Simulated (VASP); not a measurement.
# CdSe (rocksalt type) (Fm-3m) in VASP: further runs

The runs below take CdSe (rocksalt type) through relaxation of cell and atoms, single point, with LDA.

All numbers are computed with VASP 6.6.1; they aren't measurements. Logs are shortened: lines on timing, memory, paths and dates and some standing lists are left out, and cuts for length are marked.

**1. The cell of the first run**

It takes space group Fm-3m (No. 225, cubic). The conventional cell has a = 5.379 Å, b = 5.379 Å, c = 5.379 Å, α = 90.00°, β = 90.00°, γ = 90.00°. Cd (site symmetry m-3m) has 6 Se at 2.69 Å within 3.5 Å. Se (site symmetry m-3m) has 6 Cd at 2.69 Å within 3.5 Å.

**2. Relaxation of cell and atoms, LDA**

INCAR reads:

```
SYSTEM = CdSe
ALGO = Normal
EDIFF = 1E-6
EDIFFG = -0.005
ENCUT = 600
GGA = CA
IBRION = 2
ISIF = 3
ISMEAR = -1
LASPH = .True.
LCHARG = .False.
LREAL = .False.
LWAVE = .False.
NELM = 100
NSW = 60
PREC = Accurate
SIGMA = 0.05
```

KPOINTS reads:

```
k-points
0
Gamma
  12 12 12
  0 0 0
```

POSCAR reads:

```
CdSe
1.0
    0.0000000000      2.6892810254      2.6892810254
    2.6892810254      0.0000000000      2.6892810254
    2.6892810254      2.6892810254      0.0000000000
Cd Se
1 1
Direct
    0.0000000000      0.0000000000      0.0000000000
    0.5000000000      0.5000000000      0.5000000000
```

Potentials or basis: VASP PAW LDA potentials, release 64 (Cd, Se).

Run with:

```sh
cat potpaw_LDA.64/Cd/POTCAR potpaw_LDA.64/Se/POTCAR > POTCAR
mpirun -np 1 vasp_std > vasp.out
```

OUTCAR:

```text
SYSTEM = CdSe
   EDIFF = 1E-6
   EDIFFG = -0.005
   ENCUT = 600
   GGA = CA
   IBRION = 2
   ISIF = 3
   ISMEAR = -1
   LASPH = .True.
   LREAL = .False.
   NELM = 100
   NSW = 60
   PREC = Accurate

 ion  position               nearest neighbor table
   1  0.000  0.000  0.000-   2 2.69   2 2.69   2 2.69   2 2.69   2 2.69   2 2.69
   2  0.500  0.500  0.500-   1 2.69   1 2.69   1 2.69   1 2.69   1 2.69   1 2.69

  LATTYP: Found a face centered cubic cell.
 ALAT       =     5.3785620508

  Lattice vectors:

 A1 = (   0.0000000000,   2.6892810254,   2.6892810254)
 A2 = (   2.6892810254,   0.0000000000,   2.6892810254)
 A3 = (   2.6892810254,   2.6892810254,   0.0000000000)

Analysis of symmetry for initial positions (statically):
=====================================================================
 Subroutine PRICEL returns:
 Original cell was already a primitive cell.

 Routine SETGRP: Setting up the symmetry group for a
 face centered cubic supercell.

 Subroutine GETGRP returns: Found 48 space group operations
 (whereof 48 operations were pure point group operations)
 out of a pool of 48 trial point group operations.

The static configuration has the point symmetry O_h .

Analysis of symmetry for dynamics (positions and initial velocities):
=====================================================================
 Subroutine PRICEL returns:
 Original cell was already a primitive cell.

 Routine SETGRP: Setting up the symmetry group for a
 face centered cubic supercell.

 Subroutine GETGRP returns: Found 48 space group operations
 (whereof 48 operations were pure point group operations)
 out of a pool of 48 trial point group operations.

The dynamic configuration has the point symmetry O_h .

 Subroutine INISYM returns: Found 48 space group operations
 (whereof 48 operations are pure point group operations),
 and found     1 'primitive' translations

----------------------------------------------------------------------------------------

                                     Primitive cell

  volume of cell :      38.8990

  direct lattice vectors                    reciprocal lattice vectors
     0.000000000  2.689281025  2.689281025    -0.185923299  0.185923299  0.185923299
     2.689281025  0.000000000  2.689281025     0.185923299 -0.185923299  0.185923299
     2.689281025  2.689281025  0.000000000     0.185923299  0.185923299 -0.185923299

  length of vectors
     3.803217699  3.803217699  3.803217699     0.322028600  0.322028600  0.322028600

  position of ions in fractional coordinates (direct lattice)
     0.000000000  0.000000000  0.000000000
     0.500000000  0.500000000  0.500000000

  ion indices of the primitive-cell ions
   primitive index   ion index
                 1           1
                 2           2

----------------------------------------------------------------------------------------

 KPOINTS: k-points

Automatic generation of k-mesh.
 Grid dimensions read from file:
 generate k-points for:   12   12   12

 Generating k-lattice:

  Cartesian coordinates                     Fractional coordinates (reciprocal lattice)
    -0.015493608  0.015493608  0.015493608     0.083333333  0.000000000  0.000000000
     0.015493608 -0.015493608  0.015493608     0.000000000  0.083333333  0.000000000
     0.015493608  0.015493608 -0.015493608     0.000000000  0.000000000  0.083333333

  Length of vectors
     0.026835717  0.026835717  0.026835717

  Shift w.r.t. Gamma in fractional coordinates (k-lattice)
     0.000000000  0.000000000  0.000000000

 Subroutine IBZKPT returns following result:
 ===========================================

 Found     72 irreducible k-points:

 Following reciprocal coordinates:
            Coordinates               Weight
  0.000000  0.000000  0.000000      1.000000
  0.083333  0.000000  0.000000      8.000000
  0.166667  0.000000  0.000000      8.000000
  0.250000  0.000000  0.000000      8.000000
  0.333333  0.000000  0.000000      8.000000
  0.416667  0.000000  0.000000      8.000000
[... 16 lines left out ...]
  0.500000  0.166667  0.000000     24.000000
 -0.416667  0.166667  0.000000     24.000000
 [... further k-points ...]
   k-points           NKPTS =     72   k-points in BZ     NKDIM =     72   number of bands    NBANDS=     13
   number of dos      NEDOS =    301   number of ions     NIONS =      2
   total plane-waves  NPLWV =  27000
   dimension x,y,z NGX =    30 NGY =   30 NGZ =   30
   dimension x,y,z NGXF=    60 NGYF=   60 NGZF=   60
   ions per type =               1   1
   NGX,Y,Z   is equivalent  to a cutoff of  13.11, 13.11, 13.11 a.u.
   NGXF,Y,Z  is equivalent  to a cutoff of  26.23, 26.23, 26.23 a.u.
 SYSTEM =  CdSe
   PREC   = accura    normal or accurate (medium, high low for compatibility)
   ISTART =      0    job   : 0-new  1-cont  2-samecut
   ICHARG =      2    charge: 1-file 2-atom 10-const
   ISPIN  =      1    spin polarized calculation?
   LNONCOLLINEAR =      F non collinear calculations
   LSORBIT =      F    spin-orbit coupling
   LASPH  =      T    aspherical Exc in radial PAW
   ENCUT  =  600.0 eV  44.10 Ry    6.64 a.u.   7.60  7.60  7.60*2*pi/ulx,y,z
   NELM   =    100;   NELMIN=  2; NELMDL= -5     # of ELM steps
   EDIFF  = 0.1E-05   stopping-criterion for ELM
   LREAL  =      F    real-space projection
   EDIFFG = -.5E-02   stopping-criterion for IOM
   NSW    =     60    number of steps for IOM
   IBRION =      2    ionic relax: 0-MD 1-quasi-New 2-CG
   NFREE  =      1    steps in history (QN), initial steepest desc. (CG)
   ISIF   =      3    stress and relaxation
   ISYM   =      2    0-nonsym 1-usesym 2-fastsym
   POTIM  = 0.5000    time-step for ionic-motion
   TEBEG  =    0.0;   TEEND  =   0.0 temperature during run
   PSTRESS=    0.0 pullay stress
   NELECT =      18.0000    total number of electrons
   NUPDOWN=      -1.0000    fix difference up-down
   EMIN   =  10.00;   EMAX   =-10.00  energy-range for DOS
   EFERMI =   0.00;   METHOD = LEGACY
   ISMEAR =    -1;   SIGMA  =   0.05  broadening in eV -4-tet -1-fermi 0-gaus
   EFERMI_NEDOS =   21; number of points for ismear=-14 and -15
   IALGO  =     38    algorithm
   IMIX   =      4    mixing-type and parameters
     AMIX     =   0.40;   BMIX     =  1.00
     AMIX_MAG =   1.60;   BMIX_MAG =  1.00
  volume/ion in A,a.u.               =      19.45       131.25
  Fermi-wavevector in a.u.,A,eV,Ry     =   1.266250  2.392866 21.815435  1.603389
  Thomas-Fermi vector in A             =   2.399461
   LORBIT       =      0    0 simple, 1 ext, 2 COOP (PROOUT), +10 PAW based schemes
   GGA     = CA    functional components
   LHFCALC =     F    Hartree Fock is set to
   AEXX    =    0.0000 exact exchange contribution
   IVDW    =     0    specifies the selected vdW correction
   LEPSILON=     F    determine dielectric tensor
   LRPA    =     F    only Hartree local field effects (RPA)
 conjugate gradient relaxation of ions
 non-spin polarized calculation
  energy-cutoff  :      600.00
  volume of cell :       38.90
 maximum number of plane-waves:      1316
   NGX = 15   NGY = 15   NGZ = 15

--------------------------------------- Ionic step        1  -------------------------------------------

 number of electron      17.9999995 magnetization

 Free energy of the ion-electron system (eV)
  ---------------------------------------------------
  ext. energy  EPLUGINS =         0.00000000
  ---------------------------------------------------
  free energy    TOTEN  =        -6.46160553 eV

  energy without entropy =       -6.45748505  energy(sigma->0) =       -6.45954529

------------------------ aborting loop because EDIFF is reached ----------------------------------------

  FORCE on cell =-STRESS in cart. coord.  units (eV):
  Direction    XX          YY          ZZ          XY          YZ          ZX
  --------------------------------------------------------------------------------------
  -------------------------------------------------------------------------------------
  Total        2.7250403      2.7250403      2.7250403     -0.0000000      0.0000000     -0.0000000
  in kB      112.2392996    112.2392996    112.2392996     -0.0000000      0.0000000     -0.0000000
  external PRESSURE =     112.2392996 kB  Pullay stress =       0.0000000 kB

 VOLUME and BASIS-vectors are now :
 -----------------------------------------------------------------------------
  energy-cutoff  :      600.00
  volume of cell :       38.90
      direct lattice vectors                 reciprocal lattice vectors
     0.000000000  2.689281025  2.689281025    -0.185923299  0.185923299  0.185923299
     2.689281025  0.000000000  2.689281025     0.185923299 -0.185923299  0.185923299
     2.689281025  2.689281025  0.000000000     0.185923299  0.185923299 -0.185923299
[... 37 lines left out ...]
 POSITION                                       TOTAL-FORCE (eV/Angst)
 -----------------------------------------------------------------------------------
      0.00000      2.86605      2.86605        -0.000000      0.000000     -0.000000
      2.86605      2.86605      2.86605         0.000000     -0.000000      0.000000
 -----------------------------------------------------------------------------------
    total drift:                                0.000000      0.000000      0.000000

  FREE ENERGIE OF THE ION-ELECTRON SYSTEM (eV)
  ---------------------------------------------------
  free  energy   TOTEN  =        -6.5382049479 eV

  energy  without entropy=       -6.5333406191  energy(sigma->0) =       -6.53577278

--------------------------------------- Ionic step        3  -------------------------------------------

 number of electron      18.0000000 magnetization

 Free energy of the ion-electron system (eV)
  ---------------------------------------------------
  ext. energy  EPLUGINS =         0.00000000
  ---------------------------------------------------
  free energy    TOTEN  =        -6.60308869 eV

  energy without entropy =       -6.59858501  energy(sigma->0) =       -6.60083685

 E-fermi :   3.0308     XC(G=0): -10.7490

 val. band max:        3.0121137566   @ k =  -0.2500   0.1667   0.0000
 cond. band min:       3.2303943052   @ k =  -0.4167   0.5000   0.0833
 fundamental gap:      0.2182805486
 Fermi energy:         3.0307869197

 k-point     1 :       0.0000    0.0000    0.0000
  band No.  band energies     occupation
      1     -10.5023      2.00000
      2      -5.0953      2.00000
      3      -5.0953      2.00000
      4      -5.0730      2.00000
      5      -5.0730      2.00000
      6      -5.0730      2.00000
      7       2.2435      2.00000
      8       2.2435      2.00000
      9       2.2435      2.00000
     10       3.2452      0.02710
     11      11.7167      0.00000
     12      11.7167      0.00000
     13      11.7167      0.00000

 k-point     2 :       0.0833    0.0000    0.0000
  band No.  band energies     occupation
      1     -10.4424      2.00000
      2      -5.1143      2.00000
      3      -5.1143      2.00000
      4      -5.0792      2.00000
      5      -5.0628      2.00000
      6      -5.0628      2.00000
      7       1.3686      2.00000
      8       2.2861      2.00000
      9       2.2861      2.00000
     10       4.1026      0.00000
     11      10.8851      0.00000
[... 339 lines left out ...]
 k-point    24 :      -0.4167    0.1667    0.0000
  band No.  band energies     occupation
      1      -9.3915      2.00000
      2      -5.3382      2.00000
      3      -5.2748      2.00000
      4      -5.1705      2.00000
      5      -4.8927      2.00000
      6      -4.8576      2.00000
      7      -2.1681      2.00000
      8       1.2759      2.00000
      9       2.5454      1.99988
     10       6.2347      0.00000
     11       7.7587      0.00000
     12       8.9847      0.00000
     13      10.9993      0.00000

 [... further k-points ...]

------------------------ aborting loop because EDIFF is reached ----------------------------------------

  FORCE on cell =-STRESS in cart. coord.  units (eV):
  Direction    XX          YY          ZZ          XY          YZ          ZX
  --------------------------------------------------------------------------------------
  -------------------------------------------------------------------------------------
  Total       -0.0062363     -0.0062363     -0.0062363     -0.0000000      0.0000000     -0.0000000
  in kB       -0.2301066     -0.2301066     -0.2301066     -0.0000000      0.0000000     -0.0000000
  external PRESSURE =      -0.2301066 kB  Pullay stress =       0.0000000 kB

 VOLUME and BASIS-vectors are now :
 -----------------------------------------------------------------------------
  energy-cutoff  :      600.00
  volume of cell :       43.42
      direct lattice vectors                 reciprocal lattice vectors
     0.000000000  2.789717203  2.789717203    -0.179229636  0.179229636  0.179229636
     2.789717203  0.000000000  2.789717203     0.179229636 -0.179229636  0.179229636
     2.789717203  2.789717203  0.000000000     0.179229636  0.179229636 -0.179229636

 POSITION                                       TOTAL-FORCE (eV/Angst)
 -----------------------------------------------------------------------------------
      0.00000      0.00000      0.00000        -0.000000     -0.000000     -0.000000
      2.78972      2.78972      2.78972         0.000000      0.000000      0.000000
 -----------------------------------------------------------------------------------
    total drift:                               -0.000000      0.000000      0.000000

  FREE ENERGIE OF THE ION-ELECTRON SYSTEM (eV)
  ---------------------------------------------------
  free  energy   TOTEN  =        -6.6030886879 eV

  energy  without entropy=       -6.5985850144  energy(sigma->0) =       -6.60083685

 reached required accuracy - stopping structural energy minimisation
```

Run time: 1.8 min. Hardware: 1 thread of AMD EPYC 7R13, shared host; peak memory 0.16 GiB.

Results:

- Free energy: -6.6031 eV
- Relaxed volume: 21.71 Å³/atom
- Relaxed cell: a = 3.945 Å, b = 3.945 Å, c = 3.945 Å, α = 60.00°, β = 60.00°, γ = 60.00°
- Space group after relaxing (to 0.1 Å): Fm-3m (No. 225)
- Energy gained by relaxing: 70.7 meV/atom
- Ionic steps: 3
- Pressure after relaxing: 0.0 GPa
- Band gap on the k mesh: zero (bands 9 and 10 overlap by 0.66 eV)

Step by step:
```tsv
step	energy change (eV)	largest force (eV/Å)	pressure (GPa)	volume (Å³)
1	0.0000	0.0000	11.22	38.90
2	-0.0766	0.0000	-5.21	47.08
3	-0.1415	0.0000	-0.02	43.42
```

Final structure:
```cif
data_structure
_symmetry_space_group_name_H-M 'P 1'
_symmetry_Int_Tables_number 1
_cell_length_a 3.9453
_cell_length_b 3.9453
_cell_length_c 3.9453
_cell_angle_alpha 60.000
_cell_angle_beta 60.000
_cell_angle_gamma 60.000
_cell_volume 43.42
loop_
_atom_site_label
_atom_site_type_symbol
_atom_site_fract_x
_atom_site_fract_y
_atom_site_fract_z
_atom_site_occupancy
Cd1 Cd 0.00000 0.00000 0.00000 1
Se1 Se 0.50000 0.50000 0.50000 1
```

Caveat: semilocal functionals underestimate gaps, so a narrow gap can read as zero.

**3. Single point, LDA, collinear spin, zero start**

This run uses another cell than the first one, of 15.50 Å³/atom.

INCAR reads:

```
PREC = Accurate ; ENCUT = 520
EDIFF = 1E-7 ; ISMEAR = -4
SIGMA = 0.1 ; LREAL = F
LASPH = T ; NELM = 150
ALGO = Normal ; ISIF = 2
LWAVE = F ; LCHARG = F
ISPIN = 2 ; MAGMOM = 0 0
LORBIT = 11 ; NBANDS = 20
```

KPOINTS reads:

```
Automatic mesh
0
Gamma
  18 18 18
```

POSCAR reads:

```
CdSe
1.0
    0.0000000000      2.4931014136      2.4931014136
    2.4931014136      0.0000000000      2.4931014136
    2.4931014136      2.4931014136      0.0000000000
Cd Se
1 1
Direct
    0.0000000000      0.0000000000      0.0000000000
    0.5000000000      0.5000000000      0.5000000000
```

Potentials or basis: VASP PAW LDA potentials, release 64 (Cd, Se).

Run with:

```sh
cat potpaw_LDA.64/Cd/POTCAR potpaw_LDA.64/Se/POTCAR > POTCAR
mpirun -np 1 vasp_std > vasp.out
```

Run time: 5.3 min. Hardware: 1 thread of AMD EPYC 7R13, shared host; peak memory 0.27 GiB.

Results (log left out):

* Free energy: -4.9221 eV
* Pressure: 59.8 GPa
* Band gap on the k mesh: zero (filled and empty bands overlap)
* Net moment: 0.00 μB per cell
* Valence electrons inside the program's atomic spheres: Cd 10.65; Se 4.15

Levels at points of the mesh, in eV from the Fermi level:
Spin up:
```
           k point  band 5  band 6  band 7  band 8  band 9  band 10  band 11  band 12  band 13  band 14
(0.00, 0.00, 0.00)   -9.62   -9.62   -1.57   -1.57   -1.57     2.25     8.91     8.91     8.91     9.16
(0.50, 0.00, 0.00)   -9.16   -9.16   -7.20    0.16    0.16     2.35     4.73     4.73     9.33    13.14
(0.50, 0.50, 0.00)   -9.00   -7.60   -7.41   -4.16   -4.16    -0.83     4.70    12.76    13.46    13.46
```
Spin down:
```
           k point  band 5  band 6  band 7  band 8  band 9  band 10  band 11  band 12  band 13  band 14
(0.00, 0.00, 0.00)   -9.62   -9.62   -1.57   -1.57   -1.57     2.25     8.91     8.91     8.91     9.16
(0.50, 0.00, 0.00)   -9.16   -9.16   -7.20    0.16    0.16     2.35     4.73     4.73     9.33    13.14
(0.50, 0.50, 0.00)   -9.00   -7.60   -7.41   -4.16   -4.16    -0.83     4.70    12.76    13.46    13.46
```

Caveat: the cell stands under pressure.
